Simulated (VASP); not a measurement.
Set up this calculation in VASP 6.6.1, as the native input.

```yaml
Task: single point
Functional: r2SCAN
Potentials_or_basis: VASP PAW PBE potentials, release 64 (Ti_sv, C)
Cutoff: 520 eV
k_mesh: 16 × 16 × 16
Occupations: gaussian, width 0.1 eV
Spin: no spin polarisation
Dipole_correction: no
Further_INCAR_settings: ALGO = Normal; EDIFF = 1e-06; NBANDS = 15
```

Crystal: TiC.

```
Ti C
1.0
     0.00000    2.16391    2.16391
     2.16391    0.00000    2.16391
     2.16391    2.16391    0.00000
Ti C
1 1
Direct
  0.00000 0.00000 0.00000
  0.50000 0.50000 0.50000
```

These files were run (other wordings do the same):

POSCAR

```
TiC
1.0
    0.0000000000      2.1639062010      2.1639062010
    2.1639062010      0.0000000000      2.1639062010
    2.1639062010      2.1639062010      0.0000000000
Ti C
1 1
Direct
    0.0000000000      0.0000000000      0.0000000000
    0.5000000000      0.5000000000      0.5000000000
```

INCAR.step1

```
SYSTEM = TiC
  ALGO = Normal
  EDIFF = 1E-4
  ENCUT = 520
  GGA = PE
  ISMEAR = 0
  LASPH = .TRUE.
  LCHARG = .FALSE.
  LREAL = .FALSE.
  LWAVE = .TRUE.
  NBANDS = 15
  NELM = 100
  PREC = Accurate
  SIGMA = 0.1
```

INCAR.step2

```
SYSTEM = TiC
  ALGO = Normal
  EDIFF = 1E-6
  ENCUT = 520
  ISIF = 2
  ISMEAR = 0
  ISTART = 1
  LASPH = .TRUE.
  LCHARG = .FALSE.
  LMIXTAU = .TRUE.
  LREAL = .FALSE.
  LWAVE = .FALSE.
  METAGGA = R2SCAN
  NBANDS = 15
  NELM = 100
  PREC = Accurate
  SIGMA = 0.1
```

KPOINTS

```
k-points
0
G
  16 16 16
  0 0 0
```

Potentials or basis: VASP PAW PBE potentials, release 64 (Ti_sv, C).

Launch:

```console
$ cat potpaw_PBE.64/Ti_sv/POTCAR potpaw_PBE.64/C/POTCAR > POTCAR
$ cp INCAR.step1 INCAR
$ mpirun -np 1 vasp_std > vasp.out
$ cp INCAR.step2 INCAR
$ mpirun -np 1 vasp_std > vasp.out
```

It gave:

```yaml
Pressure: 0.9 GPa
Band_gap_on_the_k_mesh: zero (bands 8 and 9 overlap by 1.32 eV)
```

Caveat: the PAW data sets were made with another functional, which shifts forces and pressure a little.

It took 50 s on 1 thread of Intel(R) Xeon(R) 6975P-C (Granite Rapids), with other jobs on the host, peak memory 0.17 GiB.
